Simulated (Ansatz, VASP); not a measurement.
# InWSe3: VASP beside Ansatz

INCAR

```
SYSTEM = InWSe3
ALGO = Normal
EDIFF = 1E-6
EDIFFG = -0.04
ENCUT = 600
GGA = PE
IBRION = 2
ISIF = 3
ISMEAR = 0
LASPH = .True.
LCHARG = .False.
LREAL = .False.
LWAVE = .False.
NELM = 100
NSW = 90
PREC = Accurate
SIGMA = 0.1
```

Contents of KPOINTS:

```
k-points
0
Gamma
  3 3 4
  0 0 0
```

File POSCAR:

```
InWSe3
1.0
    6.8404927700      0.0000000000      0.0000000000
   -3.4202463900      5.9240405200      0.0000000000
    0.0000000000      0.0000000000      5.7288259700
In W Se
2 2 6
Direct
    0.3333333300      0.6666666700      0.7500000000
    0.6666666700      0.3333333300      0.2500000000
    0.0000000000      0.0000000000      0.0000000000
    0.0000000000      0.0000000000      0.5000000000
    0.1545000000      0.8455000000      0.2500000000
    0.3090000000      0.1545000000      0.7500000000
    0.1545000000      0.3090000000      0.2500000000
    0.8455000000      0.1545000000      0.7500000000
    0.6910000000      0.8455000000      0.2500000000
    0.8455000000      0.6910000000      0.7500000000
```

Input for Ansatz:

```yaml
crystal:
  lattice:
    - [6.84049277, 0.0, 0.0]
    - [-3.42024639, 5.92404052, 0.0]
    - [0.0, 0.0, 5.72882597]
  atoms:
    - { symbol: In, position: [0.33333333, 0.66666667, 0.75] }
    - { symbol: In, position: [0.66666667, 0.33333333, 0.25] }
    - { symbol: W, position: [0.0, 0.0, 0.0] }
    - { symbol: W, position: [0.0, 0.0, 0.5] }
    - { symbol: Se, position: [0.1545, 0.8455, 0.25] }
    - { symbol: Se, position: [0.309, 0.1545, 0.75] }
    - { symbol: Se, position: [0.1545, 0.309, 0.25] }
    - { symbol: Se, position: [0.8455, 0.1545, 0.75] }
    - { symbol: Se, position: [0.691, 0.8455, 0.25] }
    - { symbol: Se, position: [0.8455, 0.691, 0.75] }
basis:
  ecutwfc: 420
kpoints:
  mp_grid: { grid: [3, 3, 4] }
hamiltonian:
  xc: pbe
scf:
  occupations: { method: gaussian, width: 0.1 }
  lower_state_search: "off"
output:
  forces: true
  stress: true
  eigenvalues: true
relax:
  adjacent_minimum: "off"
  f_tol: 0.04
  max_steps: 70
  cell: { stress_tol: 0.4 }
```

Change from the starting cell: species swapped into the CsCoCl3 type (P6_3/mmc, No. 194).

Alike in both runs: task relaxation of cell and atoms; functional PBE; k mesh 3 × 3 × 4; occupations gaussian, width 0.1 eV; no spin polarisation.

```csv
,VASP,Ansatz
version,VASP 6.6.1,Ansatz 0.2.0
potentials or method,"VASP PAW PBE potentials, release 64 (In_d, W_sv, Se), cutoff 600 eV","scalar-relativistic, plane waves, PAW"
valence electrons in the cell,90,150
```

Ansatz gave:

* gap on the k mesh at the Fermi level, each at its own relaxed structure (eV): none
* relaxed volume (Å³/atom): 25.63
* relaxed cell length with the largest relative difference (Å): 5.721

**Question.** Estimate VASP's values.

**Answer.** gap on the k mesh at the Fermi level, each at its own relaxed structure (eV): none; relaxed volume (Å³/atom): 25.62; relaxed cell length with the largest relative difference (Å): 5.733.

A gap of «none» marks a metal or a gap that the smearing closes. VASP's potentials hold 90 valence electrons a cell and Ansatz's 150, so a difference there can come from the potentials and not from the codes.

Spin-orbit coupling is off throughout.
